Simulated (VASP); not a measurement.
Input of a VASP 6.6.1 run:

Contents of INCAR:

```
SYSTEM = Zr2TeSe
  PREC = Accurate
  ENCUT = 520
  EDIFF = 1E-6
  ISMEAR = 0
  SIGMA = 0.1
  LREAL = .FALSE.
  LASPH = .TRUE.
  NELM = 60
  ALGO = Normal
  ISIF = 2
  LWAVE = .FALSE.
  LCHARG = .FALSE.
  GGA = PE
  NBANDS = 26
```

Contents of KPOINTS:

```
regular mesh
0
G
  6 6 6
  0 0 0
```

Contents of POSCAR:

```
Zr2TeSe
1.0
    2.0412252864      1.1785019671      6.4952885454
   -2.0412252864      1.1785019671      6.4952885454
    0.0000000000     -2.3570039386      6.4952885446
Zr Te Se
2 1 1
Direct
    0.7283637835      0.7283637835      0.7283637835
    0.2716362165      0.2716362165      0.2716362165
    0.5000000000      0.5000000000      0.5000000000
    0.0000000000      0.0000000000      0.0000000000
```

Potentials or basis: VASP PAW PBE potentials, release 64 (Zr_sv, Te, Se).

Launch:

```sh
$ cat potpaw_PBE.64/Zr_sv/POTCAR potpaw_PBE.64/Te/POTCAR potpaw_PBE.64/Se/POTCAR > POTCAR
$ mpirun -np 1 vasp_std > vasp.out
```

Question: Predict the pressure.

Answer: 0.0 GPa.

Question: Estimate the band gap on the k mesh.

Answer: Zero (bands 18 and 19 overlap by 0.67 eV).

Question: Predict the largest force.

Answer: 0.020 eV/Å.

Stress tensor (GPa, compression positive):
```
 0.08  0.00  0.00
 0.00  0.08  0.00
 0.00  0.00 -0.03
```

Caveat: spin-orbit coupling is left out, which moves the levels of the heavy elements.
